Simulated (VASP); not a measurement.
Input of a VASP 6.6.1 run:

File INCAR:

```
ALGO = Fast
EDIFF = 1E-7
ENCUT = 520
GGA = PE
ISIF = 2
ISMEAR = 0
LASPH = True
LCHARG = False
LREAL = False
LWAVE = False
NBANDS = 48
NELM = 60
PREC = Accurate
SIGMA = 0.1
```

File KPOINTS:

```
k-points
0
Gamma
  18 18 4
```

Contents of POSCAR:

```
IrRh2
1.0
    2.7334276569      0.0000000000      0.0000000000
   -1.3667138284      2.3672177903      0.0000000000
    0.0000000000      0.0000000000     13.2198980718
Ir Rh
2 4
Direct
    0.3333333333      0.6666666667      0.4163975397
    0.6666666667      0.3333333333      0.5836024603
    0.3333333333      0.6666666667      0.7507334083
    0.3333333333      0.6666666667      0.0826126458
    0.6666666667      0.3333333333      0.9173873542
    0.6666666667      0.3333333333      0.2492665917
```

Potentials or basis: VASP PAW PBE potentials, release 64 (Ir, Rh_pv).

Launch:

```bash
$ cat potpaw_PBE.64/Ir/POTCAR potpaw_PBE.64/Rh_pv/POTCAR > POTCAR
$ mpirun -np 1 vasp_std > vasp.out
```

What does it give for the largest force?

0.027 eV/Å.

Estimate the band gap on the k mesh.

zero (band 39 reaches 11.68 eV, above the bottom of band 40 at 9.45 eV).

Forces in eV/Å, atoms in the order of the input:
```
Ir   0.000  0.000 -0.027
Ir   0.000  0.000  0.027
Rh   0.000  0.000  0.016
Rh   0.000  0.000  0.004
Rh   0.000  0.000 -0.004
Rh   0.000  0.000 -0.016
```

Caveat: spin-orbit coupling is left out, which moves the levels of the heavy elements.
